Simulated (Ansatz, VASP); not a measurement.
TiAl: VASP and Ansatz over several settings

```
Ti Al
1.0
     2.86726    0.00000    0.00000
    -1.43363    2.48312    0.00000
     0.00000    0.00000    4.67808
Ti Al
1 1
Cartesian
  0.0000 0.0000 0.0000
  0.0000 1.6554 2.3390
```

Single points on this cell with VASP 6.6.1 and Ansatz 0.2.0. Each row is one pair of runs. Alike in all rows: spin: off; smearing: fermi-dirac, width 0.05 eV.

| level | k mesh | VASP's potentials, cutoff | Ansatz's potentials, cutoff | gap on the k mesh at the Fermi level (eV), VASP | gap on the k mesh at the Fermi level (eV), Ansatz | pressure (GPa), VASP | pressure (GPa), Ansatz |
| --- | --- | --- | --- | --- | --- | --- | --- |
| r2SCAN | 11 × 11 × 6 | VASP PAW PBE potentials, release 64 (Ti_sv, Al), 520 eV | Ansatz PAW, 500 eV | none | none | -1.0 | -1.1 |
| LDA | 11 × 11 × 6 | VASP PAW LDA potentials, release 64 (Ti_sv, Al), 520 eV | Ansatz PAW, 420 eV | none | none | -6.1 | -6.1 |
| r2SCANh | 6 × 6 × 3 | VASP PAW PBE potentials, release 64 (Ti_sv, Al), 520 eV | Ansatz PAW, 500 eV | none | none | -1.2 | -1.2 |
| HF | 6 × 6 × 3 | VASP PAW PBE potentials, release 64 (Ti_sv, Al), 520 eV | Ansatz PAW, 420 eV | none | none | 6.6 | 6.1 |

Pressure (GPa): the two programs differ by at most 0.56.

A gap of «none» marks a metal or a gap that the smearing closes.

The k mesh is coarse in some rows, so the values compare programs but aren't converged.
